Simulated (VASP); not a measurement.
# ZnCu2SnS4 (I-4) in VASP: further runs

Aim: see how the results for ZnCu2SnS4 move with the level of theory and the settings. Levels: PBEsol, PBE, BLYP. Tasks: single point.

Program: VASP 6.6.1. These are calculated values, not measurements. Logs are shortened: lines on timing, memory, paths and dates and some standing lists are left out, and cuts for length are marked.

### Step 1. The cell of the first run

It takes space group I-4 (No. 82, tetragonal). Conventional cell: a = 5.541 Å, b = 5.541 Å, c = 11.062 Å, α = 90.00°, β = 90.00°, γ = 90.00°. Within 3.2 Å of Sn (site symmetry -4) lie 4 S at 2.46 Å. Zn (site symmetry -4) has 4 S at 2.38 Å within 3.1 Å. Cu (site symmetry -4) has 4 S at 2.38 Å within 3.1 Å. Within 3.1 Å of Cu (site symmetry -4) lie 4 S at 2.38 Å. S (site symmetry 1) has 1 Zn at 2.38 Å and 2 Cu at 2.38 Å and 1 Sn at 2.46 Å within 3.1 Å.

### Step 2. Single point, PBEsol (21.23 Å³/atom)

Input file INCAR:

```
PREC = Accurate
ENCUT = 520
EDIFF = 1E-6
ISMEAR = -1
SIGMA = 0.05
LREAL = False
LASPH = True
NELM = 60
ALGO = Normal
ISIF = 2
LWAVE = False
LCHARG = True
GGA = PS
LELF = True
LVHAR = True
NBANDS = 46
```

Input file KPOINTS:

```
Automatic mesh
0
Gamma
  7 7 7
```

Input file POSCAR:

```
ZnCu2SnS4
1.0
   -2.7703899998      2.7703899998      5.5311956391
    2.7703899998     -2.7703899998      5.5311956391
    2.7703899998      2.7703899998     -5.5311956391
Sn Zn Cu S
1 1 2 4
Direct
    0.5000000000      0.5000000000      0.0000000000
    0.2500000000      0.7500000000      0.5000000000
    0.7500000000      0.2500000000      0.5000000000
    0.0000000000      0.0000000000      0.0000000000
    0.6279900000      0.6283900000      0.5128000000
    0.8848100000      0.3720100000      0.0004000000
    0.1155900000      0.1151900000      0.4872000000
    0.3716100000      0.8844100000      0.9996000000
```

Potentials or basis: VASP PAW PBE potentials, release 64 (Sn_d, Zn, Cu, S).

On the command line:

```bash
cat potpaw_PBE.64/Sn_d/POTCAR potpaw_PBE.64/Zn/POTCAR potpaw_PBE.64/Cu/POTCAR potpaw_PBE.64/S/POTCAR > POTCAR
mpirun -np 1 vasp_std > vasp.out
```

OUTCAR:

```text
PREC = Accurate
   ENCUT = 520
   EDIFF = 1E-6
   ISMEAR = -1
   LREAL = False
   LASPH = True
   NELM = 60
   ISIF = 2
   GGA = PS

 ion  position               nearest neighbor table
   1  0.500  0.500  0.000-   5 2.46   6 2.46   8 2.46   7 2.46
   2  0.250  0.750  0.500-   5 2.38   7 2.38   6 2.38   8 2.38
   3  0.750  0.250  0.500-   6 2.38   7 2.38   8 2.38   5 2.38
   4  0.000  0.000  0.000-   8 2.38   5 2.38   7 2.38   6 2.38
   5  0.628  0.628  0.513-   2 2.38   4 2.38   3 2.38   1 2.46
   6  0.885  0.372  0.000-   2 2.38   4 2.38   3 2.38   1 2.46
   7  0.116  0.115  0.487-   2 2.38   4 2.38   3 2.38   1 2.46
   8  0.372  0.884  1.000-   2 2.38   4 2.38   3 2.38   1 2.46

  LATTYP: Found a body centered tetragonal cell.
 ALAT       =     5.5407799996
 C/A-ratio  =     1.9965404291

  Lattice vectors:

 A1 = (  -2.7703899998,   2.7703899998,   5.5311956391)
 A2 = (   2.7703899998,  -2.7703899998,   5.5311956391)
 A3 = (   2.7703899998,   2.7703899998,  -5.5311956391)

Analysis of symmetry for initial positions (statically):
=====================================================================
 Subroutine PRICEL returns:
 Original cell was already a primitive cell.

 Routine SETGRP: Setting up the symmetry group for a
 body centered tetragonal supercell.

 Subroutine GETGRP returns: Found  4 space group operations
 (whereof  4 operations were pure point group operations)
 out of a pool of 16 trial point group operations.

The static configuration has the point symmetry S_4 .

Analysis of symmetry for dynamics (positions and initial velocities):
=====================================================================
 Subroutine PRICEL returns:
 Original cell was already a primitive cell.

 Routine SETGRP: Setting up the symmetry group for a
 body centered tetragonal supercell.

 Subroutine GETGRP returns: Found  4 space group operations
 (whereof  4 operations were pure point group operations)
 out of a pool of 16 trial point group operations.

The dynamic configuration has the point symmetry S_4 .

 Subroutine INISYM returns: Found  4 space group operations
 (whereof  4 operations are pure point group operations),
 and found     1 'primitive' translations

----------------------------------------------------------------------------------------

                                     Primitive cell

  volume of cell :     169.8091

  direct lattice vectors                    reciprocal lattice vectors
    -2.770390000  2.770390000  5.531195639     0.000000000  0.180480005  0.090396369
     2.770390000 -2.770390000  5.531195639     0.180480005  0.000000000  0.090396369
     2.770390000  2.770390000 -5.531195639     0.180480005  0.180480005  0.000000000

  length of vectors
     6.778218549  6.778218549  6.778218549     0.201852757  0.201852757  0.255237270

  position of ions in fractional coordinates (direct lattice)
     0.500000000  0.500000000  0.000000000
     0.250000000  0.750000000  0.500000000
     0.750000000  0.250000000  0.500000000
     0.000000000  0.000000000  0.000000000
     0.627990000  0.628390000  0.512800000
     0.884810000  0.372010000  0.000400000
     0.115590000  0.115190000  0.487200000
     0.371610000  0.884410000  0.999600000

  ion indices of the primitive-cell ions
   primitive index   ion index
                 1           1
                 2           2
                 3           3
                 4           4
                 5           5
                 6           6
                 7           7
                 8           8

----------------------------------------------------------------------------------------

 KPOINTS: Automatic mesh

Automatic generation of k-mesh.
 Grid dimensions read from file:
 generate k-points for:    7    7    7

 Generating k-lattice:

  Cartesian coordinates                     Fractional coordinates (reciprocal lattice)
     0.000000000  0.025782858  0.012913767     0.142857143 -0.000000000  0.000000000
     0.025782858  0.000000000  0.012913767    -0.000000000  0.142857143  0.000000000
     0.025782858  0.025782858  0.000000000     0.000000000  0.000000000  0.142857143

  Length of vectors
     0.028836108  0.028836108  0.036462467

  Shift w.r.t. Gamma in fractional coordinates (k-lattice)
     0.000000000  0.000000000  0.000000000

 Subroutine IBZKPT returns following result:
 ===========================================

 Found     52 irreducible k-points:

 Following reciprocal coordinates:
            Coordinates               Weight
  0.000000  0.000000  0.000000      1.000000
  0.142857 -0.000000  0.000000      8.000000
  0.285714  0.000000  0.000000      8.000000
  0.428571 -0.000000  0.000000      8.000000
  0.142857  0.142857  0.000000      8.000000
  0.285714  0.142857  0.000000      8.000000
[... 16 lines left out ...]
  0.142857  0.142857  0.142857      8.000000
  0.285714  0.142857  0.142857      8.000000
 [... further k-points ...]
   k-points           NKPTS =     52   k-points in BZ     NKDIM =     52   number of bands    NBANDS=     46
   number of dos      NEDOS =    301   number of ions     NIONS =      8
   total plane-waves  NPLWV = 125000
   dimension x,y,z NGX =    50 NGY =   50 NGZ =   50
   dimension x,y,z NGXF=   100 NGYF=  100 NGZF=  100
   ions per type =               1   1   2   4
   NGX,Y,Z   is equivalent  to a cutoff of  12.26, 12.26, 12.26 a.u.
   NGXF,Y,Z  is equivalent  to a cutoff of  24.53, 24.53, 24.53 a.u.
 SYSTEM =  unknown system
   PREC   = accura    normal or accurate (medium, high low for compatibility)
   ISTART =      0    job   : 0-new  1-cont  2-samecut
   ICHARG =      2    charge: 1-file 2-atom 10-const
   ISPIN  =      1    spin polarized calculation?
   LNONCOLLINEAR =      F non collinear calculations
   LSORBIT =      F    spin-orbit coupling
   LASPH  =      T    aspherical Exc in radial PAW
   ENCUT  =  520.0 eV  38.22 Ry    6.18 a.u.  12.60 12.60 12.60*2*pi/ulx,y,z
   NELM   =     60;   NELMIN=  2; NELMDL= -5     # of ELM steps
   EDIFF  = 0.1E-05   stopping-criterion for ELM
   LREAL  =      F    real-space projection
[... 7 lines left out ...]
   TEBEG  =    0.0;   TEEND  =   0.0 temperature during run
   PSTRESS=    0.0 pullay stress
   NELECT =      72.0000    total number of electrons
   NUPDOWN=      -1.0000    fix difference up-down
   EMIN   =  10.00;   EMAX   =-10.00  energy-range for DOS
   EFERMI =   0.00;   METHOD = LEGACY
   ISMEAR =    -1;   SIGMA  =   0.05  broadening in eV -4-tet -1-fermi 0-gaus
   EFERMI_NEDOS =   21; number of points for ismear=-14 and -15
   IALGO  =     38    algorithm
   IMIX   =      4    mixing-type and parameters
     AMIX     =   0.40;   BMIX     =  1.00
     AMIX_MAG =   1.60;   BMIX_MAG =  1.00
  volume/ion in A,a.u.               =      21.23       143.24
  Fermi-wavevector in a.u.,A,eV,Ry     =   1.229887  2.324150 20.580489  1.512623
  Thomas-Fermi vector in A             =   2.364757
   LORBIT       =      0    0 simple, 1 ext, 2 COOP (PROOUT), +10 PAW based schemes
   GGA     = PS    functional components
   LHFCALC =     F    Hartree Fock is set to
   AEXX    =    0.0000 exact exchange contribution
   IVDW    =     0    specifies the selected vdW correction
   LEPSILON=     F    determine dielectric tensor
   LRPA    =     F    only Hartree local field effects (RPA)
 non-spin polarized calculation
  energy-cutoff  :      520.00
  volume of cell :      169.81
 maximum number of plane-waves:      4591
   NGX = 25   NGY = 25   NGZ = 25

 number of electron      72.0000020 magnetization

 Free energy of the ion-electron system (eV)
  ---------------------------------------------------
  ext. energy  EPLUGINS =         0.00000000
  ---------------------------------------------------
  free energy    TOTEN  =       -35.51141630 eV

  energy without entropy =      -35.51017792  energy(sigma->0) =      -35.51079711

 E-fermi :   4.2219     XC(G=0):  -9.7257

 val. band max:        4.1750589628   @ k =   0.0000   0.0000   0.0000
 cond. band min:       4.7809062875   @ k =  -0.1429  -0.1429   0.1429
 fundamental gap:      0.6058473247
 Fermi energy:         4.2218726137

 k-point     1 :       0.0000    0.0000    0.0000
  band No.  band energies     occupation
      1     -17.9530      2.00000
      2     -17.9487      2.00000
      3     -17.9487      2.00000
      4     -17.8775      2.00000
      5     -17.8700      2.00000
      6     -10.0254      2.00000
[... 38 lines left out ...]
     45       9.2699      0.00000
     46       9.4576      0.00000

 k-point     2 :       0.1429   -0.0000    0.0000
  band No.  band energies     occupation
      1     -17.9530      2.00000
      2     -17.9488      2.00000
      3     -17.9487      2.00000
      4     -17.8774      2.00000
      5     -17.8700      2.00000
      6      -9.9638      2.00000
[... 38 lines left out ...]
     45       9.3780      0.00000
     46       9.5059      0.00000

 k-point     3 :       0.2857    0.0000    0.0000
  band No.  band energies     occupation
      1     -17.9532      2.00000
      2     -17.9489      2.00000
      3     -17.9487      2.00000
      4     -17.8772      2.00000
      5     -17.8699      2.00000
      6      -9.7926      2.00000
[... 38 lines left out ...]
     45       9.6602      0.00000
     46       9.7397      0.00000

 k-point     4 :       0.4286   -0.0000    0.0000
  band No.  band energies     occupation
      1     -17.9533      2.00000
      2     -17.9490      2.00000
      3     -17.9487      2.00000
      4     -17.8771      2.00000
      5     -17.8698      2.00000
      6      -9.5753      2.00000
[... 920 lines left out ...]
     45       9.8741      0.00000
     46       9.9842      0.00000

 k-point    23 :       0.1429    0.1429    0.1429
  band No.  band energies     occupation
      1     -17.9534      2.00000
      2     -17.9490      2.00000
      3     -17.9489      2.00000
      4     -17.8769      2.00000
      5     -17.8698      2.00000
      6      -9.6383      2.00000
[... 38 lines left out ...]
     45       9.7234      0.00000
     46       9.9179      0.00000

 k-point    24 :       0.2857    0.1429    0.1429
  band No.  band energies     occupation
      1     -17.9536      2.00000
      2     -17.9491      2.00000
      3     -17.9489      2.00000
      4     -17.8768      2.00000
      5     -17.8697      2.00000
      6      -9.4693      2.00000
[... 38 lines left out ...]
     45       9.9659      0.00000
     46      10.1083      0.00000

 [... further k-points ...]

------------------------ aborting loop because EDIFF is reached ----------------------------------------

  FORCE on cell =-STRESS in cart. coord.  units (eV):
  Direction    XX          YY          ZZ          XY          YZ          ZX
  --------------------------------------------------------------------------------------
  -------------------------------------------------------------------------------------
  Total       -5.4698642     -5.4698642     -5.5777090     -0.0000000      0.0000000      0.0000000
  in kB      -51.6091012    -51.6091012    -52.6266352     -0.0000000      0.0000000      0.0000000
  external PRESSURE =     -51.9482792 kB  Pullay stress =       0.0000000 kB

 VOLUME and BASIS-vectors are now :
 -----------------------------------------------------------------------------
  energy-cutoff  :      520.00
  volume of cell :      169.81
      direct lattice vectors                 reciprocal lattice vectors
    -2.770390000  2.770390000  5.531195639     0.000000000  0.180480005  0.090396369
     2.770390000 -2.770390000  5.531195639     0.180480005  0.000000000  0.090396369
     2.770390000  2.770390000 -5.531195639     0.180480005  0.180480005  0.000000000

 POSITION                                       TOTAL-FORCE (eV/Angst)
 -----------------------------------------------------------------------------------
      0.00000      0.00000      5.53120        -0.000000      0.000000      0.000000
      2.77039     -0.00000      2.76560        -0.000000      0.000000      0.000000
     -0.00000      2.77039      2.76560        -0.000000      0.000000     -0.000000
      0.00000      0.00000      0.00000        -0.000000      0.000000     -0.000000
      1.42176      1.41955      4.11289         0.065247      0.411452     -0.110629
     -1.41955      1.42176      6.94950        -0.411452      0.065247      0.110629
      1.34863      1.35084     -1.41831        -0.065247     -0.411452     -0.110629
      4.18994      1.34863      1.41831         0.411452     -0.065247      0.110629
 -----------------------------------------------------------------------------------
    total drift:                               -0.000005     -0.000005      0.000000

  FREE ENERGIE OF THE ION-ELECTRON SYSTEM (eV)
  ---------------------------------------------------
  free  energy   TOTEN  =       -35.5114163015 eV

  energy  without entropy=      -35.5101779226  energy(sigma->0) =      -35.51079711
```

It took 26 min on 1 thread of Intel Xeon 8259CL, shared host; peak memory 0.62 GiB.

What came out:

| Quantity | Value |
| --- | --- |
| Free energy | -35.5114 eV |
| Pressure | -5.2 GPa |
| Largest force | 0.431 eV/Å |
| Band gap on the k mesh | 0.05 eV |

Forces in eV/Å, atoms in the order of the input:
```
Sn   0.000  0.000  0.000
Zn   0.000  0.000  0.000
Cu   0.000  0.000  0.000
Cu   0.000  0.000  0.000
S    0.065  0.411 -0.111
S   -0.411  0.065  0.111
S   -0.065 -0.411 -0.111
S    0.411 -0.065  0.111
```

Stress tensor (GPa, compression positive):
```
-5.16  0.00  0.00
 0.00 -5.16  0.00
 0.00  0.00 -5.26
```

Caveat: the cell stands under tension; the smearing spreads over this small gap; semilocal functionals underestimate gaps, and a narrow one can read as zero; the PAW data sets were made with another functional, which shifts forces and pressure a little; spin-orbit coupling is left out, which moves the levels of the heavy elements.

### Step 3. Single point, PBEsol (20.43 Å³/atom)

This run uses another cell than the first one, of 20.43 Å³/atom.

Input file INCAR:

```
ALGO = Normal ; EDIFF = 1E-7
ENCUT = 520 ; GGA = PS
ISIF = 2 ; ISMEAR = -1
LASPH = T ; LCHARG = T
LELF = T ; LREAL = F
LVHAR = T ; LWAVE = F
NBANDS = 46 ; NELM = 60
PREC = Accurate ; SIGMA = 0.05
```

Input file KPOINTS:

```
k-points
0
Gamma
  7 7 7
```

POSCAR, as its differences from that of step 2:

```diff
@@ -2,5 +2,5 @@
 1.0
-   -2.7703899998      2.7703899998      5.5311956391
-    2.7703899998     -2.7703899998      5.5311956391
-    2.7703899998      2.7703899998     -5.5311956391
+   -2.7350945641      2.7350945641      5.4607268748
+    2.7350945641     -2.7350945641      5.4607268748
+    2.7350945641      2.7350945641     -5.4607268748
 Sn Zn Cu S
```

Potentials or basis: VASP PAW PBE potentials, release 64 (Sn_d, Zn, Cu, S).

On the command line:

```bash
cat potpaw_PBE.64/Sn_d/POTCAR potpaw_PBE.64/Zn/POTCAR potpaw_PBE.64/Cu/POTCAR potpaw_PBE.64/S/POTCAR > POTCAR
mpirun -np 1 vasp_std > vasp.out
```

It took 25 min on 1 thread of Intel Xeon 8259CL, shared host; peak memory 0.61 GiB.

It converged, with:

```
Free energy            : -35.6736 eV
Pressure               : -2.9 GPa
Largest force          : 0.553 eV/Å
Band gap on the k mesh : 0.18 eV
```

Forces on the atoms (eV/Å):
```
Sn   0.000  0.000  0.000
Zn   0.000  0.000  0.000
Cu   0.000  0.000  0.000
Cu   0.000  0.000  0.000
S    0.121  0.513 -0.168
S   -0.513  0.121  0.168
S   -0.121 -0.513 -0.168
S    0.513 -0.121  0.168
```

Stress tensor (GPa, compression positive):
```
-2.88  0.00  0.00
 0.00 -2.88  0.00
 0.00  0.00 -2.99
```

Levels at points of the mesh, in eV from the valence-band top:
| k point | band 33 | band 34 | band 35 | band 36 | band 37 | band 38 | band 39 | band 40 |
| --- | --- | --- | --- | --- | --- | --- | --- | --- |
| (0.00, 0.00, 0.00) | -1.34 | -0.08 | -0.08 | 0.00 | 0.18 | 1.97 | 2.81 | 3.74 |

Caveat: semilocal functionals underestimate gaps, and a narrow one can read as zero; the PAW data sets were made with another functional, which shifts forces and pressure a little; spin-orbit coupling is left out, which moves the levels of the heavy elements.

### Step 4. Single point, PBE

This run uses another cell than the first one, of 20.02 Å³/atom.

Input file INCAR:

```
SYSTEM = ZnCu2SnS4
ALGO = Normal
EDIFF = 1E-6
ENCUT = 600
GGA = PE
GGA_COMPAT = .False.
ISIF = 2
ISMEAR = -1
LASPH = .True.
LCHARG = .False.
LREAL = .False.
LWAVE = .False.
NBANDS = 46
NELM = 120
PREC = Accurate
SIGMA = 0.02
```

Input file KPOINTS:

```
k-points
0
Gamma
  6 6 6
  0 0 0
```

POSCAR, as its differences from that of step 3:

```diff
@@ -2,5 +2,5 @@
 1.0
-   -2.7350945641      2.7350945641      5.4607268748
-    2.7350945641     -2.7350945641      5.4607268748
-    2.7350945641      2.7350945641     -5.4607268748
+   -2.7171000000      2.7171000000      5.4248000000
+    2.7171000000     -2.7171000000      5.4248000000
+    2.7171000000      2.7171000000     -5.4248000000
 Sn Zn Cu S
```

On the command line:

```bash
cat potpaw_PBE.64/Sn_d/POTCAR potpaw_PBE.64/Zn/POTCAR potpaw_PBE.64/Cu/POTCAR potpaw_PBE.64/S/POTCAR > POTCAR
mpirun -np 1 vasp_std > vasp.out
```

Wall time 10 min (1 thread of Intel Xeon 8259CL, shared host); peak memory 0.59 GiB.

Results (log left out):

```
Free energy            : -32.5172 eV
Pressure               : 2.1 GPa
Largest force          : 0.578 eV/Å
Band gap on the k mesh : 0.32 eV
```

Forces in eV/Å, atoms in the order of the input:
```
Sn   0.000  0.000  0.000
Zn   0.000  0.000  0.000
Cu   0.000  0.000  0.000
Cu   0.000  0.000  0.000
S    0.140  0.530 -0.183
S   -0.530  0.140  0.183
S   -0.140 -0.530 -0.183
S    0.530 -0.140  0.183
```

Stress tensor (GPa, compression positive):
```
2.17 0.00 0.00
0.00 2.17 0.00
0.00 0.00 2.07
```

Levels at points of the mesh, in eV from the valence-band top:
| k point | band 33 | band 34 | band 35 | band 36 | band 37 | band 38 | band 39 | band 40 |
| --- | --- | --- | --- | --- | --- | --- | --- | --- |
| (0.00, 0.00, 0.00) | -1.36 | -0.08 | -0.08 | 0.00 | 0.32 | 2.05 | 2.92 | 3.81 |
| (0.50, 0.00, 0.00) | -1.10 | -1.04 | -0.98 | -0.47 | 1.78 | 3.21 | 3.32 | 4.27 |
| (0.50, 0.50, 0.00) | -0.76 | -0.65 | -0.47 | -0.40 | 0.85 | 2.34 | 3.20 | 4.19 |
| (0.50, 0.50, 0.50) | -1.10 | -1.01 | -0.81 | -0.81 | 1.52 | 2.08 | 2.08 | 2.48 |

Caveat: semilocal functionals underestimate gaps, and a narrow one can read as zero; spin-orbit coupling is left out, which moves the levels of the heavy elements.

### Step 5. Single point, BLYP

This run uses another cell than the first one, of 20.02 Å³/atom.

Input file INCAR:

```
  PREC = Accurate
  ENCUT = 520
  EDIFF = 1E-7
  ISMEAR = -1
  SIGMA = 0.05
  LREAL = False
  LASPH = True
  NELM = 80
  ALGO = Normal
  ISIF = 2
  LWAVE = False
  LCHARG = False
  GGA = B5
  ALDAX = 1.0
  AGGAX = 1.0
  AGGAC = 1.0
  ALDAC = 0.0
  NBANDS = 46
```

Input file KPOINTS:

```
Automatic mesh
0
Gamma
  7 7 7
```

POSCAR is that of step 4.

On the command line:

```bash
cat potpaw_PBE.64/Sn_d/POTCAR potpaw_PBE.64/Zn/POTCAR potpaw_PBE.64/Cu/POTCAR potpaw_PBE.64/S/POTCAR > POTCAR
mpirun -np 1 vasp_std > vasp.out
```

It took 24 min on 1 thread of Intel Xeon Platinum 8259CL at 2.50GHz (Skylake/Cascade Lake), shared host; peak memory 0.59 GiB.

The run converged. Its results:

| Property | Result |
| --- | --- |
| Free energy | -27.9678 eV |
| Pressure | 6.5 GPa |
| Largest force | 0.598 eV/Å |
| Band gap on the k mesh | 0.33 eV |

Forces on the atoms (eV/Å):
```
Sn   0.000  0.000  0.000
Zn   0.000  0.000  0.000
Cu   0.000  0.000  0.000
Cu   0.000  0.000  0.000
S    0.177  0.528 -0.218
S   -0.528  0.177  0.218
S   -0.177 -0.528 -0.218
S    0.528 -0.177  0.218
```

Stress tensor (GPa, compression positive):
```
6.56 0.00 0.00
0.00 6.56 0.00
0.00 0.00 6.45
```

Levels at points of the mesh, in eV from the valence-band top:
```tsv
k point	band 33	band 34	band 35	band 36	band 37	band 38	band 39	band 40
(0.00, 0.00, 0.00)	-1.36	-0.08	-0.08	0.00	0.33	2.19	2.98	3.88
```

Caveat: the cell stands under pressure; semilocal functionals underestimate gaps, and a narrow one can read as zero; the PAW data sets were made with another functional, which shifts forces and pressure a little; spin-orbit coupling is left out, which moves the levels of the heavy elements.

(Part 1 of 2 ends here.)

The gap in the log of VASP goes by the Fermi energy; the results here count the filled bands.